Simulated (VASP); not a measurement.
Runs of VASP 6.6.1 on Tc. The structure is that of space group Im-3m (No. 229), or close to it. The cells are those of the table. This isn't the form of Tc at room conditions, which is hcp.

```csv
level,cell,k mesh,gap on the mesh (eV),pressure (GPa)
PBE,"a = 2.648 Å, angles 109.5°, 1 atom",10 × 10 × 10,none,6.3
r2SCAN,"a = 2.668 Å, angles 109.5°, 1 atom",20 × 20 × 20,none,(a)
r2SCAN,"a = 2.654 Å, angles 109.5°, 1 atom",20 × 20 × 20,none,0.5
r2SCAN,"a = 2.639 Å, angles 109.5°, 1 atom",20 × 20 × 20,none,5.9
PBE,"a = 2.668 Å, angles 109.5°, 1 atom",10 × 10 × 10,none,(b)
PBE,"a = 2.688 Å, angles 109.5°, 1 atom",10 × 10 × 10,none,-7.0
```

Alike in all rows: task single point; potentials or basis VASP PAW PBE potentials, release 64 (Tc_pv); no spin polarisation; cutoff (eV) 520; smearing gaussian 0.05 eV.

Fill in the values left out.

(a) -4.3; (b) -0.6.

Caveats: the PAW data sets were made with another functional, which shifts forces and pressure a little (at least some runs); the cell stands under pressure (at least some runs); the cell stands under tension (at least some runs).

A k mesh can miss the band edges, and the runs leave out spin-orbit coupling on Tc.

A gap of «none» marks levels without a gap at the run's occupations.
